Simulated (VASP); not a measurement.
Here is a VASP 6.6.1 calculation.

The input INCAR:

```
PREC = Accurate ; ENCUT = 600
EDIFF = 1E-6 ; ISMEAR = 0
SIGMA = 0.05 ; LREAL = False
LASPH = True ; NELM = 200
ALGO = Normal ; ISIF = 2
LWAVE = False ; LCHARG = True
ISPIN = 2 ; MAGMOM = 3 -3 0 0
LORBIT = 11 ; LMAXMIX = 4
LDAU = True ; LDAUTYPE = 2
LDAUL = 2 -1 ; LDAUU = 3.3 0
LDAUJ = 0 0 ; LDAUPRINT = 1
GGA = PE ; LELF = True
LVHAR = True ; NBANDS = 35
GGA_COMPAT = False
```

Contents of KPOINTS:

```
regular mesh
0
Gamma
  5 5 3
```

Contents of POSCAR:

```
CoO
1.0
    0.0000000000      2.1628257030     -2.1628257030
    0.0000000000      2.1628257030      2.1628257030
    4.3256514060      0.0000000000      0.0000000000
Co O
2 2
Direct
    0.0000000000      0.0000000000      0.0000000000
    0.5000000000      0.5000000000      0.5000000000
    0.0000000000      1.0000000000      0.5000000000
    0.5000000000      1.5000000000      1.0000000000
```

Potentials or basis: VASP PAW PBE potentials, release 64 (Co_sv, O).

Launch:

```console
$ cat potpaw_PBE.64/Co_sv/POTCAR potpaw_PBE.64/O/POTCAR > POTCAR
$ mpirun -np 1 vasp_std > vasp.out
```

(1) Predict the site moments.

(2) Estimate the band gap on the k mesh.

Answers

(1) Co +2.67, -2.67; O -0.11, +0.11 μB.

(2) 0.60 eV.

Caveat: the k points lie up to 0.48 Å⁻¹ apart.
